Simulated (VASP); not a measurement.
# MgB2 (lda) (P6/mmm) in VASP: further runs

MgB2 (lda) is run at these levels: LDA; tasks: single point, relaxation of shape and atoms at fixed volume, relaxation of cell and atoms.

All numbers are computed with VASP 6.6.1; they aren't measurements. Logs are shortened: lines on timing, memory, paths and dates and some standing lists are left out, and cuts for length are marked.

## (1) The cell of the first run

The structure is hexagonal, space group P6/mmm (No. 191). The conventional cell has a = 3.081 Å, b = 3.081 Å, c = 3.558 Å, α = 90.00°, β = 90.00°, γ = 120.00°. Mg (site symmetry 6/mmm) has 12 B at 2.52 Å and 6 Mg at 3.08 Å within 3.3 Å. Within 2.4 Å of B (site symmetry -6m2) lie 3 B at 1.78 Å.

## (2) Single point, LDA (volume scaled by 1.06, then relaxed in part)

INCAR

```
SYSTEM = MgB2
ALGO = Normal
EDIFF = 1E-6
ENCUT = 600
GGA = CA
GGA_COMPAT = .False.
ISIF = 2
ISMEAR = 0
LASPH = .True.
LCHARG = .True.
LELF = .True.
LREAL = .False.
LVHAR = .True.
LWAVE = .False.
NBANDS = 11
NELM = 120
PREC = Accurate
SIGMA = 0.1
```

KPOINTS

```
k-points
0
Gamma
  15 15 12
  0 0 0
```

POSCAR

```
MgB2
1.0
    3.0807901352      0.0000000000      0.0000000000
   -1.5403950676      2.6680425208      0.0000000000
    0.0000000000      0.0000000000      3.5576890870
Mg B
1 2
Direct
    0.0000000000      0.0000000000      0.0000000000
    0.3333333333      0.6666666667      0.5000000000
    0.6666666667      0.3333333333      0.5000000000
```

Potentials or basis: VASP PAW LDA potentials, release 64 (Mg, B).

Run with:

```
cat potpaw_LDA.64/Mg/POTCAR potpaw_LDA.64/B/POTCAR > POTCAR
mpirun -np 1 vasp_std > vasp.out
```

OUTCAR:

```text
SYSTEM = MgB2
   EDIFF = 1E-6
   ENCUT = 600
   GGA = CA
   ISIF = 2
   ISMEAR = 0
   LASPH = .True.
   LREAL = .False.
   NELM = 120
   PREC = Accurate

 ion  position               nearest neighbor table
   1  0.000  0.000  0.000-   2 2.52   3 2.52   2 2.52   3 2.52   2 2.52   2 2.52   3 2.52   3 2.52
                             3 2.52   3 2.52   2 2.52   2 2.52
   2  0.333  0.667  0.500-   3 1.78   3 1.78   3 1.78   1 2.52   1 2.52   1 2.52   1 2.52   1 2.52
                             1 2.52
   3  0.667  0.333  0.500-   2 1.78   2 1.78   2 1.78   1 2.52   1 2.52   1 2.52   1 2.52   1 2.52
                             1 2.52

  LATTYP: Found a hexagonal cell.
 ALAT       =     3.0807901352
 C/A-ratio  =     1.1547976106

  Lattice vectors:

 A1 = (   3.0807901352,   0.0000000000,   0.0000000000)
 A2 = (  -1.5403950676,   2.6680425208,   0.0000000000)
 A3 = (   0.0000000000,   0.0000000000,   3.5576890870)

Analysis of symmetry for initial positions (statically):
=====================================================================
 Subroutine PRICEL returns:
 Original cell was already a primitive cell.

 Routine SETGRP: Setting up the symmetry group for a
 hexagonal supercell.

 Subroutine GETGRP returns: Found 24 space group operations
 (whereof 24 operations were pure point group operations)
 out of a pool of 24 trial point group operations.

The static configuration has the point symmetry D_6h.

Analysis of symmetry for dynamics (positions and initial velocities):
=====================================================================
 Subroutine PRICEL returns:
 Original cell was already a primitive cell.

 Routine SETGRP: Setting up the symmetry group for a
 hexagonal supercell.

 Subroutine GETGRP returns: Found 24 space group operations
 (whereof 24 operations were pure point group operations)
 out of a pool of 24 trial point group operations.

The dynamic configuration has the point symmetry D_6h.

 Subroutine INISYM returns: Found 24 space group operations
 (whereof 24 operations are pure point group operations),
 and found     1 'primitive' translations

----------------------------------------------------------------------------------------

                                     Primitive cell

  volume of cell :      29.2431

  direct lattice vectors                    reciprocal lattice vectors
     3.080790135  0.000000000  0.000000000     0.324592055  0.187403310  0.000000000
    -1.540395068  2.668042521  0.000000000     0.000000000  0.374806620  0.000000000
     0.000000000  0.000000000  3.557689087     0.000000000  0.000000000  0.281081336

  length of vectors
     3.080790135  3.080790135  3.557689087     0.374806620  0.374806620  0.281081336

  position of ions in fractional coordinates (direct lattice)
     0.000000000  0.000000000  0.000000000
     0.333333333  0.666666667  0.500000000
     0.666666667  0.333333333  0.500000000

  ion indices of the primitive-cell ions
   primitive index   ion index
                 1           1
                 2           2
                 3           3

----------------------------------------------------------------------------------------

 KPOINTS: k-points

Automatic generation of k-mesh.
 Grid dimensions read from file:
 generate k-points for:   15   15   12

 Generating k-lattice:

  Cartesian coordinates                     Fractional coordinates (reciprocal lattice)
     0.021639470  0.012493554  0.000000000     0.066666667 -0.000000000  0.000000000
     0.000000000  0.024987108  0.000000000     0.000000000  0.066666667  0.000000000
     0.000000000  0.000000000  0.023423445     0.000000000  0.000000000  0.083333333

  Length of vectors
     0.024987108  0.024987108  0.023423445

  Shift w.r.t. Gamma in fractional coordinates (k-lattice)
     0.000000000  0.000000000  0.000000000

 Subroutine IBZKPT returns following result:
 ===========================================

 Found    189 irreducible k-points:

 Following reciprocal coordinates:
            Coordinates               Weight
  0.000000  0.000000  0.000000      1.000000
  0.066667  0.000000  0.000000      6.000000
  0.133333  0.000000  0.000000      6.000000
  0.200000  0.000000  0.000000      6.000000
  0.266667  0.000000  0.000000      6.000000
  0.333333  0.000000  0.000000      6.000000
[... 16 lines left out ...]
  0.333333  0.200000  0.000000     12.000000
  0.400000  0.200000  0.000000      6.000000
 [... further k-points ...]
   k-points           NKPTS =    189   k-points in BZ     NKDIM =    189   number of bands    NBANDS=     11
   number of dos      NEDOS =    301   number of ions     NIONS =      3
   total plane-waves  NPLWV =  21952
   dimension x,y,z NGX =    28 NGY =   28 NGZ =   28
   dimension x,y,z NGXF=    56 NGYF=   56 NGZF=   56
   ions per type =               1   2
   NGX,Y,Z   is equivalent  to a cutoff of  15.11, 15.11, 13.08 a.u.
   NGXF,Y,Z  is equivalent  to a cutoff of  30.22, 30.22, 26.17 a.u.
 SYSTEM =  MgB2
   PREC   = accura    normal or accurate (medium, high low for compatibility)
   ISTART =      0    job   : 0-new  1-cont  2-samecut
   ICHARG =      2    charge: 1-file 2-atom 10-const
   ISPIN  =      1    spin polarized calculation?
   LNONCOLLINEAR =      F non collinear calculations
   LSORBIT =      F    spin-orbit coupling
   LASPH  =      T    aspherical Exc in radial PAW
   ENCUT  =  600.0 eV  44.10 Ry    6.64 a.u.   6.15  6.15  7.11*2*pi/ulx,y,z
   NELM   =    120;   NELMIN=  2; NELMDL= -5     # of ELM steps
   EDIFF  = 0.1E-05   stopping-criterion for ELM
   LREAL  =      F    real-space projection
   EDIFFG = 0.1E-04   stopping-criterion for IOM
   NSW    =      0    number of steps for IOM
   IBRION =     -1    ionic relax: 0-MD 1-quasi-New 2-CG
   NFREE  =      0    steps in history (QN), initial steepest desc. (CG)
   ISIF   =      2    stress and relaxation
   ISYM   =      2    0-nonsym 1-usesym 2-fastsym
   POTIM  = 0.5000    time-step for ionic-motion
   TEBEG  =    0.0;   TEEND  =   0.0 temperature during run
   PSTRESS=    0.0 pullay stress
   NELECT =       8.0000    total number of electrons
   NUPDOWN=      -1.0000    fix difference up-down
   EMIN   =  10.00;   EMAX   =-10.00  energy-range for DOS
   EFERMI =   0.00;   METHOD = LEGACY
   ISMEAR =     0;   SIGMA  =   0.10  broadening in eV -4-tet -1-fermi 0-gaus
   EFERMI_NEDOS =   21; number of points for ismear=-14 and -15
   IALGO  =     38    algorithm
   IMIX   =      4    mixing-type and parameters
     AMIX     =   0.40;   BMIX     =  1.00
     AMIX_MAG =   1.60;   BMIX_MAG =  1.00
  volume/ion in A,a.u.               =       9.75        65.78
  Fermi-wavevector in a.u.,A,eV,Ry     =   1.062749  2.008304 15.366891  1.129435
  Thomas-Fermi vector in A             =   2.198210
   LORBIT       =      0    0 simple, 1 ext, 2 COOP (PROOUT), +10 PAW based schemes
   GGA     = CA    functional components
   LHFCALC =     F    Hartree Fock is set to
   AEXX    =    0.0000 exact exchange contribution
   IVDW    =     0    specifies the selected vdW correction
   LEPSILON=     F    determine dielectric tensor
   LRPA    =     F    only Hartree local field effects (RPA)
 non-spin polarized calculation
 Gauss-broadening in eV      SIGMA  =   0.10
  energy-cutoff  :      600.00
  volume of cell :       29.24
 maximum number of plane-waves:       993
 NGX is ok and might be reduce to    28
   NGX = 13   NGY = 13   NGZ = 15

 number of electron       8.0000000 magnetization

 Free energy of the ion-electron system (eV)
  ---------------------------------------------------
  ext. energy  EPLUGINS =         0.00000000
  ---------------------------------------------------
  free energy    TOTEN  =       -17.24077509 eV

  energy without entropy =      -17.23718238  energy(sigma->0) =      -17.23897874

 E-fermi :   5.1551     XC(G=0): -11.0626

 val. band max:        5.0904470511   @ k =   0.3333   0.2000   0.0833
 cond. band min:       5.1580828526   @ k =   0.0667   0.0667   0.2500
 fundamental gap:      0.0676358015
 Fermi energy:         5.1551499510

 k-point     1 :       0.0000    0.0000    0.0000
  band No.  band energies     occupation
      1      -7.0872      2.00000
      2       2.1420      2.00000
      3       5.5683      0.00000
      4       5.5683      0.00000
      5       6.6124      0.00000
      6      11.5147      0.00000
      7      11.5147      0.00000
      8      13.4885      0.00000
      9      14.9909      0.00000
     10      17.7518      0.00000
     11      21.0628      0.00000

 k-point     2 :       0.0667    0.0000    0.0000
  band No.  band energies     occupation
      1      -7.0102      2.00000
      2       2.2177      2.00000
      3       5.1771      0.75584
      4       5.3816      0.00136
      5       6.6824      0.00000
      6      11.4649      0.00000
      7      11.8560      0.00000
      8      13.6341      0.00000
      9      14.7197      0.00000
     10      18.1430      0.00000
     11      20.6704      0.00000

 k-point     3 :       0.1333    0.0000    0.0000
  band No.  band energies     occupation
      1      -6.7798      2.00000
      2       2.4440      2.00000
      3       4.1882      2.00000
      4       4.9299      1.99856
      5       6.8991      0.00000
      6      11.2270      0.00000
      7      12.7663      0.00000
      8      13.9624      0.00000
      9      14.0368      0.00000
     10      19.1682      0.00000
     11      19.8953      0.00000
[... 267 lines left out ...]
 k-point    23 :       0.3333    0.2000    0.0000
  band No.  band energies     occupation
      1      -3.4597      2.00000
      2      -1.2853      2.00000
      3       0.9189      2.00000
      4       5.4961      0.00000
      5       8.3020      0.00000
      6      10.0522      0.00000
      7      11.5011      0.00000
      8      13.0918      0.00000
      9      14.6025      0.00000
     10      16.7636      0.00000
     11      17.8653      0.00000

 k-point    24 :       0.4000    0.2000    0.0000
  band No.  band energies     occupation
      1      -2.7327      2.00000
      2      -2.1083      2.00000
      3       0.8273      2.00000
      4       5.8936      0.00000
      5       7.8232      0.00000
      6      10.6141      0.00000
      7      11.0240      0.00000
      8      13.0112      0.00000
      9      14.4527      0.00000
     10      16.7549      0.00000
     11      18.8407      0.00000

 [... further k-points ...]
[... 5 lines left out ...]
  --------------------------------------------------------------------------------------
  -------------------------------------------------------------------------------------
  Total       -1.5917445     -1.5917445     -1.5941937     -0.0000000      0.0000000     -0.0000000
  in kB      -87.2089537    -87.2089537    -87.3431415     -0.0000000      0.0000000     -0.0000000
  external PRESSURE =     -87.2536829 kB  Pullay stress =       0.0000000 kB

 VOLUME and BASIS-vectors are now :
 -----------------------------------------------------------------------------
  energy-cutoff  :      600.00
  volume of cell :       29.24
      direct lattice vectors                 reciprocal lattice vectors
     3.080790135  0.000000000  0.000000000     0.324592055  0.187403310  0.000000000
    -1.540395068  2.668042521  0.000000000     0.000000000  0.374806620  0.000000000
     0.000000000  0.000000000  3.557689087     0.000000000  0.000000000  0.281081336

 POSITION                                       TOTAL-FORCE (eV/Angst)
 -----------------------------------------------------------------------------------
      0.00000      0.00000      0.00000        -0.000000      0.000000      0.000000
     -0.00000      1.77870      1.77884         0.000000     -0.000000      0.000000
      1.54040      0.88935      1.77884        -0.000000      0.000000      0.000000
 -----------------------------------------------------------------------------------
    total drift:                                0.000000      0.000000     -0.000000

  FREE ENERGIE OF THE ION-ELECTRON SYSTEM (eV)
  ---------------------------------------------------
  free  energy   TOTEN  =       -17.2407750946 eV

  energy  without entropy=      -17.2371823783  energy(sigma->0) =      -17.23897874
```

Run time: 57 s. Hardware: 1 thread of Intel Xeon 6455B, shared host; peak memory 0.2 GiB.

What came out:

| Quantity | Value |
| --- | --- |
| Free energy | -17.2408 eV |
| Pressure | -8.7 GPa |
| Band gap on the k mesh | zero (band 4 reaches 6.90 eV, above the bottom of band 5 at 3.20 eV) |

Caveat: the cell differs from its parent crystal (volume scaled by 1.06, then relaxed in part).

## (3) Single point, LDA (volume scaled by 1.09, then relaxed in part)

INCAR

```
PREC = Accurate
ENCUT = 600
EDIFF = 1E-6
ISMEAR = 0
SIGMA = 0.1
LREAL = False
LASPH = True
NELM = 120
ALGO = Normal
ISIF = 2
LWAVE = False
LCHARG = False
GGA = CA
NBANDS = 11
GGA_COMPAT = False
```

KPOINTS

```
Automatic mesh
0
Gamma
  15 15 12
```

POSCAR

```
MgB2
1.0
    3.1029234695      0.0000000000      0.0000000000
   -1.5514617348      2.6872105506      0.0000000000
    0.0000000000      0.0000000000      3.6063736873
Mg B
1 2
Direct
    0.0000000000      0.0000000000      0.0000000000
    0.3333333333      0.6666666667      0.5000000000
    0.6666666667      0.3333333333      0.5000000000
```

Potentials or basis: VASP PAW LDA potentials, release 64 (Mg, B).

Run with:

```
cat potpaw_LDA.64/Mg/POTCAR potpaw_LDA.64/B/POTCAR > POTCAR
mpirun -np 1 vasp_std > vasp.out
```

Run time: 55 s. Hardware: 1 thread of Intel Xeon 6455B, shared host; peak memory 0.21 GiB.

The run converged. Its results:

- Free energy: -17.1873 eV
- Pressure: -12.0 GPa
- Band gap on the k mesh: zero (band 4 reaches 6.66 eV, above the bottom of band 5 at 3.06 eV)

Stress tensor (GPa, compression positive):
```
-11.93   0.00   0.00
  0.00 -11.93   0.00
  0.00   0.00 -12.12
```

Levels at points of the mesh, in eV from the Fermi level:
```
           k point  band 1  band 2  band 3  band 4  band 5  band 6  band 7  band 8  band 9
(0.00, 0.00, 0.00)  -12.09   -3.02    0.42    0.42    1.28    6.30    6.30    8.13    9.63
(0.00, 0.00, 0.50)  -10.89   -7.30    0.75    0.75    6.63    6.63    7.89    9.10    9.71
```

Caveat: the cell differs from its parent crystal (volume scaled by 1.09, then relaxed in part).

## (4) Relaxation of shape and atoms at fixed volume, LDA (volume scaled by 0.91)

INCAR

```
SYSTEM = MgB2
PREC = Accurate ; ENCUT = 600
EDIFF = 1E-7 ; ISMEAR = 0
SIGMA = 0.1 ; LREAL = .False.
LASPH = .True. ; NELM = 120
ALGO = Normal ; ISIF = 4
LWAVE = .False. ; LCHARG = .False.
IBRION = 2 ; NSW = 50
EDIFFG = -0.01 ; GGA_COMPAT = .False.
NELMIN = 4
```

KPOINTS

```
regular mesh
0
Gamma
  15 15 12
  0 0 0
```

POSCAR

```
MgB2
1.0
    2.9555978353      0.0000000000      0.0000000000
   -1.4777989176      2.5596228087      0.0000000000
    0.0000000000      0.0000000000      3.3184636824
Mg B
1 2
Direct
    0.0000000000      0.0000000000      0.0000000000
    0.3333333333      0.6666666667      0.5000000000
    0.6666666667      0.3333333333      0.5000000000
```

Potentials or basis: VASP PAW LDA potentials, release 64 (Mg, B).

Run with:

```
cat potpaw_LDA.64/Mg/POTCAR potpaw_LDA.64/B/POTCAR > POTCAR
mpirun -np 1 vasp_std > vasp.out
```

OUTCAR:

```text
SYSTEM = MgB2
   PREC = Accurate
   ENCUT = 600
   EDIFF = 1E-7
   ISMEAR = 0
   LREAL = .False.
   LASPH = .True.
   NELM = 120
   ISIF = 4
   IBRION = 2
   NSW = 50
   EDIFFG = -0.01
   NELMIN = 4

 ion  position               nearest neighbor table
   1  0.000  0.000  0.000-   2 2.38   3 2.38   2 2.38   3 2.38   2 2.38   2 2.38   3 2.38   3 2.38
                             3 2.38   3 2.38   2 2.38   2 2.38
   2  0.333  0.667  0.500-   3 1.71   3 1.71   3 1.71   1 2.38   1 2.38   1 2.38   1 2.38   1 2.38
                             1 2.38
   3  0.667  0.333  0.500-   2 1.71   2 1.71   2 1.71   1 2.38   1 2.38   1 2.38   1 2.38   1 2.38
                             1 2.38

  LATTYP: Found a hexagonal cell.
 ALAT       =     2.9555978353
 C/A-ratio  =     1.1227724025

  Lattice vectors:

 A1 = (   2.9555978353,   0.0000000000,   0.0000000000)
 A2 = (  -1.4777989176,   2.5596228087,   0.0000000000)
[... 263 lines left out ...]

 E-fermi :   6.3017     XC(G=0): -11.6929

 val. band max:        6.2986870366   @ k =   0.3333   0.1333   0.4167
 cond. band min:       6.3285330831   @ k =   0.0667   0.0667   0.3333
 fundamental gap:      0.0298460464
 Fermi energy:         6.3017007359

 k-point     1 :       0.0000    0.0000    0.0000
  band No.  band energies     occupation
      1      -6.8543      2.00000
      2       3.3762      2.00000
      3       6.6196      0.00001
      4       6.6196      0.00001
      5       8.7371      0.00000
      6      12.9596      0.00000
      7      12.9596      0.00000
      8      15.7073      0.00000
[... 243 lines left out ...]
 k-point    24 :       0.4000    0.2000    0.0000
  band No.  band energies     occupation
      1      -2.1223      2.00000
      2      -1.6124      2.00000
      3       1.4951      2.00000
      4       7.2689      0.00000
      5       9.4285      0.00000
      6      12.7154      0.00000
      7      12.9409      0.00000
      8      15.8681      0.00000

 [... further k-points ...]
[... 5 lines left out ...]
  --------------------------------------------------------------------------------------
  -------------------------------------------------------------------------------------
  Total        2.6108592      2.6108592      2.6113316      0.0000000     -0.0000000      0.0000000
  in kB      166.6232693    166.6232693    166.6534160      0.0000000     -0.0000000      0.0000000
  external PRESSURE =     166.6333182 kB  Pullay stress =       0.0000000 kB
[... 18 lines left out ...]
  FREE ENERGIE OF THE ION-ELECTRON SYSTEM (eV)
  ---------------------------------------------------
  free  energy   TOTEN  =       -17.1742779255 eV

  energy  without entropy=      -17.1701634878  energy(sigma->0) =      -17.17222071

 reached required accuracy - stopping structural energy minimisation
```

OSZICAR:

```text
N       E                     dE             d eps       ncg     rms          rms(c)
DAV:   1     0.816366372375E+01    0.81637E+01   -0.44785E+03  3208   0.965E+02
DAV:   2    -0.190071702423E+02   -0.27171E+02   -0.26058E+02  4504   0.130E+02
DAV:   3    -0.192921440776E+02   -0.28497E+00   -0.28414E+00  3864   0.159E+01
DAV:   4    -0.192924558979E+02   -0.31182E-03   -0.31181E-03  4760   0.492E-01
[... 19 lines left out ...]
DAV:   1    -0.171743579105E+02   -0.15854E-03   -0.33947E-03  4168   0.462E-01    0.347E-02
DAV:   2    -0.171742875730E+02    0.70338E-04   -0.15320E-04  3984   0.832E-02    0.124E-02
DAV:   3    -0.171742782192E+02    0.93538E-05   -0.34320E-05  3744   0.343E-02    0.296E-03
DAV:   4    -0.171742779544E+02    0.26475E-06   -0.15607E-06  3696   0.990E-03    0.716E-04
DAV:   5    -0.171742779255E+02    0.28896E-07   -0.13849E-07  2776   0.235E-03
   3 F= -.17174278E+02 E0= -.17172221E+02  d E =-.102946E-02
```

It took 47 s on 1 thread of Intel Xeon 6455B, shared host; peak memory 0.18 GiB.

What came out:

| Property | Result |
| --- | --- |
| Free energy | -17.1743 eV |
| Energy gained by relaxing | 0.3 meV/atom |
| Ionic steps | 3 |
| Pressure after relaxing | 16.7 GPa |
| Band gap on the k mesh | zero (band 4 reaches 8.37 eV, above the bottom of band 5 at 3.99 eV) |

Step by step:
| step | energy change (eV) | largest force (eV/Å) | pressure (GPa) | volume (Å³) |
| --- | --- | --- | --- | --- |
| 1 | 0.0000 | 0.0000 | 17.06 | 25.10 |
| 2 | -0.0010 | 0.0000 | 16.77 | 25.10 |
| 3 | -0.0010 | 0.0000 | 16.66 | 25.10 |

Final structure:
```
CELL_PARAMETERS angstrom
2.96372 0.00000 0.00000
-1.48186 2.56666 0.00000
0.00000 0.00000 3.30030
ATOMIC_POSITIONS crystal
Mg 0.00000 0.00000 0.00000
B 0.33333 0.66667 0.50000
B 0.66667 0.33333 0.50000
```

Levels at points of the mesh, in eV from the Fermi level:
| k point | band 1 | band 2 | band 3 | band 4 | band 5 | band 6 | band 7 | band 8 |
| --- | --- | --- | --- | --- | --- | --- | --- | --- |
| (0.00, 0.00, 0.00) | -13.16 | -2.93 | 0.32 | 0.32 | 2.44 | 6.66 | 6.66 | 9.41 |
| (0.00, 0.00, 0.50) | -11.54 | -8.06 | 0.82 | 0.82 | 6.95 | 6.95 | 8.49 | 11.83 |

Caveat: the cell differs from its parent crystal (volume scaled by 0.91).

(Continued in part 2 of 2.)
